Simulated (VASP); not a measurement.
# KZnF3 (Cmmm) in VASP: further runs

The runs below take KZnF3 through single point, with r2SCAN.

All numbers are computed with VASP 6.6.1; they aren't measurements. Logs are shortened: lines on timing, memory, paths and dates and some standing lists are left out, and cuts for length are marked.

## (1) The cell of the first run

It takes space group Cmmm (No. 65, orthorhombic). The conventional cell has a = 5.670 Å, b = 5.785 Å, c = 4.050 Å, α = 90.00°, β = 90.00°, γ = 90.00°. Within 3.7 Å of K (site symmetry mmm) lie 12 F at 2.84 to 2.89 Å and 8 Zn at 3.48 to 3.53 Å. Zn (site symmetry mmm) has 6 F at 2.02 to 2.03 Å within 2.7 Å. F (site symmetry mmm) has 2 Zn at 2.02 Å within 2.7 Å. Within 2.7 Å of F (site symmetry 2/m) lie 2 Zn at 2.03 Å.

## (2) Single point, r2SCAN (strain -0.0200 x Voigt [0, 0, 0, 0, 0, 1])

Input file POSCAR:

```
KZnF3
1.0
    4.0500000000     -0.0405000000      0.0000000000
   -0.0405000000      4.0500000000      0.0000000000
    0.0000000000      0.0000000000      4.0500000000
K Zn F
1 1 3
Direct
    0.0000000000      0.0000000000      0.0000000000
    0.5000000000      0.5000000000      0.5000000000
    0.5000000000      0.5000000000      0.0000000000
    0.0000000000      0.5000000000      0.5000000000
    0.5000000000      0.0000000000      0.5000000000
```

Input file INCAR.step1:

```
SYSTEM = KZnF3
PREC = Accurate
ENCUT = 520
ISMEAR = 0
SIGMA = 0.05
LREAL = .FALSE.
LASPH = .TRUE.
NELM = 60
NBANDS = 29
GGA = PE
ALGO = Normal
EDIFF = 1E-4
LWAVE = .TRUE.
LCHARG = .FALSE.
```

Input file INCAR.step2:

```
SYSTEM = KZnF3
PREC = Accurate
ENCUT = 520
EDIFF = 1E-6
ISMEAR = 0
SIGMA = 0.05
LREAL = .FALSE.
LASPH = .TRUE.
NELM = 60
ALGO = Normal
ISIF = 2
LWAVE = .FALSE.
LCHARG = .FALSE.
METAGGA = R2SCAN
LMIXTAU = .TRUE.
NBANDS = 29
ISTART = 1
```

Input file KPOINTS:

```
regular mesh
0
G
  6 6 6
  0 0 0
```

Potentials or basis: VASP PAW PBE potentials, release 64 (K_sv, Zn, F).

Started as:

```console
> cat potpaw_PBE.64/K_sv/POTCAR potpaw_PBE.64/Zn/POTCAR potpaw_PBE.64/F/POTCAR > POTCAR
> cp INCAR.step1 INCAR
> mpirun -np 1 vasp_std > vasp.out
> cp INCAR.step2 INCAR
> mpirun -np 1 vasp_std > vasp.out
```

OUTCAR:

```text
SYSTEM = KZnF3
   PREC = Accurate
   ENCUT = 520
   EDIFF = 1E-6
   ISMEAR = 0
   LREAL = .FALSE.
   LASPH = .TRUE.
   NELM = 60
   ISIF = 2
   METAGGA = R2SCAN
   ISTART = 1

 ion  position               nearest neighbor table
   1  0.000  0.000  0.000-   3 2.84   3 2.84
   2  0.500  0.500  0.500-   3 2.02   3 2.02   5 2.03   4 2.03   5 2.03   4 2.03
   3  0.500  0.500  0.000-   2 2.02   2 2.02   1 2.84   1 2.84
   4  0.000  0.500  0.500-   2 2.03   2 2.03
   5  0.500  0.000  0.500-   2 2.03   2 2.03

  LATTYP: Found a base centered orthorhombic cell.
 ALAT       =     5.6702892783
 B/A-ratio  =     1.0202020202
 C/A-ratio  =     0.7142492739

  Lattice vectors:

 A1 = (   4.0500000000,  -0.0405000000,   0.0000000000)
 A2 = (  -0.0405000000,   4.0500000000,   0.0000000000)
 A3 = (   0.0000000000,   0.0000000000,   4.0500000000)

Analysis of symmetry for initial positions (statically):
=====================================================================
 Subroutine PRICEL returns:
 Original cell was already a primitive cell.

 Routine SETGRP: Setting up the symmetry group for a
 base centered orthorhombic supercell.

 Subroutine GETGRP returns: Found  8 space group operations
 (whereof  8 operations were pure point group operations)
 out of a pool of  8 trial point group operations.

The static configuration has the point symmetry D_2h.

Analysis of symmetry for dynamics (positions and initial velocities):
=====================================================================
 Subroutine PRICEL returns:
 Original cell was already a primitive cell.

 Routine SETGRP: Setting up the symmetry group for a
 base centered orthorhombic supercell.

 Subroutine GETGRP returns: Found  8 space group operations
 (whereof  8 operations were pure point group operations)
 out of a pool of  8 trial point group operations.

The dynamic configuration has the point symmetry D_2h.

 Subroutine INISYM returns: Found  8 space group operations
 (whereof  8 operations are pure point group operations),
 and found     1 'primitive' translations

----------------------------------------------------------------------------------------

                                     Primitive cell

  volume of cell :      66.4235

  direct lattice vectors                    reciprocal lattice vectors
     4.050000000 -0.040500000  0.000000000     0.246938274  0.002469383  0.000000000
    -0.040500000  4.050000000  0.000000000     0.002469383  0.246938274  0.000000000
     0.000000000  0.000000000  4.050000000     0.000000000  0.000000000  0.246913580

  length of vectors
     4.050202495  4.050202495  4.050000000     0.246950621  0.246950621  0.246913580

  position of ions in fractional coordinates (direct lattice)
     0.000000000  0.000000000  0.000000000
     0.500000000  0.500000000  0.500000000
     0.500000000  0.500000000  0.000000000
     1.000000000  0.500000000  0.500000000
     0.500000000  1.000000000  0.500000000

  ion indices of the primitive-cell ions
   primitive index   ion index
                 1           1
                 2           2
                 3           3
                 4           4
                 5           5

----------------------------------------------------------------------------------------

 KPOINTS: regular mesh

Automatic generation of k-mesh.
 Grid dimensions read from file:
 generate k-points for:    6    6    6

 Generating k-lattice:

  Cartesian coordinates                     Fractional coordinates (reciprocal lattice)
     0.041156379  0.000411564  0.000000000     0.166666667 -0.000000000  0.000000000
     0.000411564  0.041156379  0.000000000    -0.000000000  0.166666667  0.000000000
     0.000000000  0.000000000  0.041152263     0.000000000  0.000000000  0.166666667

  Length of vectors
     0.041158437  0.041158437  0.041152263

  Shift w.r.t. Gamma in fractional coordinates (k-lattice)
     0.000000000  0.000000000  0.000000000

 Subroutine IBZKPT returns following result:
 ===========================================

 Found     52 irreducible k-points:

 Following reciprocal coordinates:
            Coordinates               Weight
  0.000000  0.000000  0.000000      1.000000
  0.166667  0.000000  0.000000      4.000000
  0.333333  0.000000  0.000000      4.000000
  0.500000  0.000000  0.000000      2.000000
  0.166667  0.166667  0.000000      2.000000
  0.333333  0.166667  0.000000      4.000000
[... 16 lines left out ...]
  0.333333  0.333333  0.166667      4.000000
  0.500000  0.333333  0.166667      8.000000
 [... further k-points ...]
   k-points           NKPTS =     52   k-points in BZ     NKDIM =     52   number of bands    NBANDS=     29
   number of dos      NEDOS =    301   number of ions     NIONS =      5
   total plane-waves  NPLWV =  27000
   dimension x,y,z NGX =    30 NGY =   30 NGZ =   30
   dimension x,y,z NGXF=    60 NGYF=   60 NGZF=   60
   ions per type =               1   1   3
   NGX,Y,Z   is equivalent  to a cutoff of  12.31, 12.31, 12.31 a.u.
   NGXF,Y,Z  is equivalent  to a cutoff of  24.63, 24.63, 24.63 a.u.
 SYSTEM =  KZnF3
   PREC   = accura    normal or accurate (medium, high low for compatibility)
   ISTART =      1    job   : 0-new  1-cont  2-samecut
   ICHARG =      0    charge: 1-file 2-atom 10-const
   ISPIN  =      1    spin polarized calculation?
   LNONCOLLINEAR =      F non collinear calculations
   LSORBIT =      F    spin-orbit coupling
   LASPH  =      T    aspherical Exc in radial PAW
   ENCUT  =  520.0 eV  38.22 Ry    6.18 a.u.   7.53  7.53  7.53*2*pi/ulx,y,z
   NELM   =     60;   NELMIN=  2; NELMDL=  0     # of ELM steps
   EDIFF  = 0.1E-05   stopping-criterion for ELM
   LREAL  =      F    real-space projection
   EDIFFG = 0.1E-04   stopping-criterion for IOM
   NSW    =      0    number of steps for IOM
   IBRION =     -1    ionic relax: 0-MD 1-quasi-New 2-CG
   NFREE  =      0    steps in history (QN), initial steepest desc. (CG)
   ISIF   =      2    stress and relaxation
   ISYM   =      2    0-nonsym 1-usesym 2-fastsym
   POTIM  = 0.5000    time-step for ionic-motion
   TEBEG  =    0.0;   TEEND  =   0.0 temperature during run
   PSTRESS=    0.0 pullay stress
   NELECT =      42.0000    total number of electrons
   NUPDOWN=      -1.0000    fix difference up-down
   EMIN   =  10.00;   EMAX   =-10.00  energy-range for DOS
   EFERMI =   0.00;   METHOD = LEGACY
   ISMEAR =     0;   SIGMA  =   0.05  broadening in eV -4-tet -1-fermi 0-gaus
   EFERMI_NEDOS =   21; number of points for ismear=-14 and -15
   IALGO  =     38    algorithm
   IMIX   =      4    mixing-type and parameters
     AMIX     =   0.40;   BMIX     =  1.00
     AMIX_MAG =   1.60;   BMIX_MAG =  1.00
  volume/ion in A,a.u.               =      13.28        89.65
  Fermi-wavevector in a.u.,A,eV,Ry     =   1.405133  2.655316 26.863319  1.974398
  Thomas-Fermi vector in A             =   2.527625
   LORBIT       =      0    0 simple, 1 ext, 2 COOP (PROOUT), +10 PAW based schemes
   METAGGA = R2SCAN    functional components
   LHFCALC =     F    Hartree Fock is set to
   AEXX    =    0.0000 exact exchange contribution
   IVDW    =     0    specifies the selected vdW correction
   LEPSILON=     F    determine dielectric tensor
   LRPA    =     F    only Hartree local field effects (RPA)
 non-spin polarized calculation
 Gauss-broadening in eV      SIGMA  =   0.05
  energy-cutoff  :      520.00
  volume of cell :       66.42
 maximum number of plane-waves:      1805
   NGX = 15   NGY = 15   NGZ = 15

 number of electron      41.9999979 magnetization

 Free energy of the ion-electron system (eV)
  ---------------------------------------------------
  ext. energy  EPLUGINS =         0.00000000
  ---------------------------------------------------
  free energy    TOTEN  =       -38.35315205 eV

  energy without entropy =      -38.35315205  energy(sigma->0) =      -38.35315205

 E-fermi :  -0.9348     XC(G=0): -10.4736

 val. band max:       -1.2381372175   @ k =   0.5000   0.5000   0.5000
 cond. band min:       3.3394993674   @ k =   0.0000   0.0000   0.0000
 fundamental gap:      4.5776365849
 Fermi energy:        -0.9348398159

 k-point     1 :       0.0000    0.0000    0.0000
  band No.  band energies     occupation
      1     -29.4177      2.00000
      2     -24.0828      2.00000
      3     -23.4870      2.00000
      4     -23.4844      2.00000
      5     -12.1465      2.00000
      6     -12.1390      2.00000
[... 21 lines left out ...]
     28      10.5871      0.00000
     29      13.8611      0.00000

 k-point     2 :       0.1667    0.0000    0.0000
  band No.  band energies     occupation
      1     -29.4121      2.00000
      2     -24.0518      2.00000
      3     -23.5137      2.00000
      4     -23.4847      2.00000
      5     -12.1408      2.00000
      6     -12.1280      2.00000
[... 21 lines left out ...]
     28      10.6468      0.00000
     29      13.6980      0.00000

 k-point     3 :       0.3333    0.0000    0.0000
  band No.  band energies     occupation
      1     -29.4009      2.00000
      2     -23.9787      2.00000
      3     -23.5820      2.00000
      4     -23.4814      2.00000
      5     -12.1377      2.00000
      6     -12.1058      2.00000
[... 21 lines left out ...]
     28      10.8034      0.00000
     29      13.1865      0.00000

 k-point     4 :       0.5000    0.0000    0.0000
  band No.  band energies     occupation
      1     -29.3952      2.00000
      2     -23.9311      2.00000
      3     -23.6272      2.00000
      4     -23.4799      2.00000
      5     -12.1372      2.00000
      6     -12.0946      2.00000
[... 597 lines left out ...]
     28      10.7909      0.00000
     29      13.5088      0.00000

 k-point    23 :       0.3333    0.3333    0.1667
  band No.  band energies     occupation
      1     -29.3843      2.00000
      2     -23.8256      2.00000
      3     -23.6119      2.00000
      4     -23.5527      2.00000
      5     -12.1974      2.00000
      6     -12.1780      2.00000
[... 21 lines left out ...]
     28      11.1130      0.00000
     29      12.6399      0.00000

 k-point    24 :       0.5000    0.3333    0.1667
  band No.  band energies     occupation
      1     -29.3805      2.00000
      2     -23.7698      2.00000
      3     -23.6374      2.00000
      4     -23.5676      2.00000
      5     -12.2108      2.00000
      6     -12.1994      2.00000
[... 21 lines left out ...]
     28      11.5649      0.00000
     29      12.2060      0.00000

 [... further k-points ...]
[... 5 lines left out ...]
  --------------------------------------------------------------------------------------
  -------------------------------------------------------------------------------------
  Total        0.0296141      0.0296141      0.0161911      0.3110486      0.0000000      0.0000000
  in kB        0.7143115      0.7143115      0.3905394      7.5026933      0.0000000      0.0000000
  external PRESSURE =       0.6063875 kB  Pullay stress =       0.0000000 kB

 VOLUME and BASIS-vectors are now :
 -----------------------------------------------------------------------------
  energy-cutoff  :      520.00
  volume of cell :       66.42
      direct lattice vectors                 reciprocal lattice vectors
     4.050000000 -0.040500000  0.000000000     0.246938274  0.002469383  0.000000000
    -0.040500000  4.050000000  0.000000000     0.002469383  0.246938274  0.000000000
     0.000000000  0.000000000  4.050000000     0.000000000  0.000000000  0.246913580

 POSITION                                       TOTAL-FORCE (eV/Angst)
 -----------------------------------------------------------------------------------
      0.00000      0.00000      0.00000        -0.000000      0.000000      0.000000
      2.00475      2.00475      2.02500         0.000000      0.000000      0.000000
      2.00475      2.00475      0.00000        -0.000000      0.000000      0.000000
     -0.02025      2.02500      2.02500        -0.000000      0.000000      0.000000
      2.02500     -0.02025      2.02500        -0.000000      0.000000      0.000000
 -----------------------------------------------------------------------------------
    total drift:                                0.000000      0.000000     -0.000000

  FREE ENERGIE OF THE ION-ELECTRON SYSTEM (eV)
  ---------------------------------------------------
  free  energy   TOTEN  =       -38.3531520549 eV

  energy  without entropy=      -38.3531520549  energy(sigma->0) =      -38.35315205
```

Wall time 2.7 min (1 thread of AMD EPYC 9R45 (Zen 5), shared host); peak memory 0.2 GiB.

What came out:

* Free energy: -38.3532 eV
* Pressure: 0.1 GPa
* Band gap on the k mesh: 4.58 eV (least direct gap 6.52 eV)

Caveat: the cell differs from its parent crystal (strain -0.0200 x Voigt [0, 0, 0, 0, 0, 1]); the PAW data sets were made with another functional, which shifts forces and pressure a little.

## (3) Single point, r2SCAN (strain +0.0150 x Voigt [0, 0, 0, 0, 0, 1])

Changes to POSCAR since step 2:

```diff
@@ -2,4 +2,4 @@
 1.0
-    4.0500000000     -0.0405000000      0.0000000000
-   -0.0405000000      4.0500000000      0.0000000000
+    4.0500000000      0.0303750000      0.0000000000
+    0.0303750000      4.0500000000      0.0000000000
     0.0000000000      0.0000000000      4.0500000000
```

Input file INCAR.step1:

```
PREC     = Accurate       # precision mode
ENCUT    = 520            # plane-wave cutoff, eV
ISMEAR   = 0              # smearing method
SIGMA    = 0.05           # smearing width, eV
LREAL    = False          # projectors in reciprocal space
LASPH    = True           # aspherical terms in the spheres
NELM     = 80             # most SCF steps
NBANDS   = 29             # bands
GGA      = PE             # functional
ALGO     = Normal         # electronic algorithm
EDIFF    = 1E-4           # SCF threshold, eV
LWAVE    = True           # write WAVECAR
LCHARG   = False          # write CHGCAR
```

Input file INCAR.step2:

```
PREC     = Accurate       # precision mode
ENCUT    = 520            # plane-wave cutoff, eV
EDIFF    = 1E-6           # SCF threshold, eV
ISMEAR   = 0              # smearing method
SIGMA    = 0.05           # smearing width, eV
LREAL    = False          # projectors in reciprocal space
LASPH    = True           # aspherical terms in the spheres
NELM     = 80             # most SCF steps
ALGO     = Normal         # electronic algorithm
ISIF     = 2              # what is computed and relaxed
LWAVE    = False          # write WAVECAR
LCHARG   = False          # write CHGCAR
METAGGA  = R2SCAN         # meta-GGA
LMIXTAU  = True         
NBANDS   = 29             # bands
ISTART   = 1
```

Input file KPOINTS:

```
Automatic mesh
0
Gamma
  6 6 6
```

Potentials or basis: VASP PAW PBE potentials, release 64 (K_sv, Zn, F).

Started as:

```console
> cat potpaw_PBE.64/K_sv/POTCAR potpaw_PBE.64/Zn/POTCAR potpaw_PBE.64/F/POTCAR > POTCAR
> cp INCAR.step1 INCAR
> mpirun -np 1 vasp_std > vasp.out
> cp INCAR.step2 INCAR
> mpirun -np 1 vasp_std > vasp.out
```

It took 2.7 min on 1 thread of AMD EPYC 9R45 (Zen 5), shared host; peak memory 0.2 GiB.

The run converged. Its results:

- Free energy: -38.3545 eV
- Pressure: 0.0 GPa
- Band gap on the k mesh: 4.58 eV (least direct gap 6.53 eV)

Stress tensor (GPa, compression positive):
```
 0.06 -0.56  0.00
-0.56  0.06  0.00
 0.00  0.00  0.04
```

Levels at points of the mesh, in eV from the valence-band top:
| k point | band 18 | band 19 | band 20 | band 21 | band 22 | band 23 | band 24 | band 25 |
| --- | --- | --- | --- | --- | --- | --- | --- | --- |
| (0.00, 0.00, 0.00) | -2.20 | -2.01 | -1.98 | -1.95 | 4.58 | 9.29 | 9.30 | 10.27 |
| (0.50, 0.00, 0.00) | -2.16 | -1.79 | -1.79 | -1.51 | 7.35 | 9.02 | 10.27 | 11.87 |
| (0.50, 0.50, 0.00) | -1.88 | -1.87 | -1.64 | 0.00 | 8.84 | 10.82 | 10.99 | 11.01 |
| (0.00, 0.00, 0.50) | -2.11 | -1.79 | -1.79 | -1.51 | 7.35 | 9.02 | 10.27 | 11.80 |
| (0.50, 0.00, 0.50) | -1.87 | -1.87 | -1.65 | 0.00 | 8.84 | 10.82 | 11.00 | 11.00 |
| (0.50, 0.50, 0.50) | -1.63 | -1.63 | 0.00 | 0.00 | 9.14 | 9.20 | 9.26 | 11.17 |

Caveat: the cell differs from its parent crystal (strain +0.0150 x Voigt [0, 0, 0, 0, 0, 1]); the PAW data sets were made with another functional, which shifts forces and pressure a little.

(Continued in part 2 of 2.)
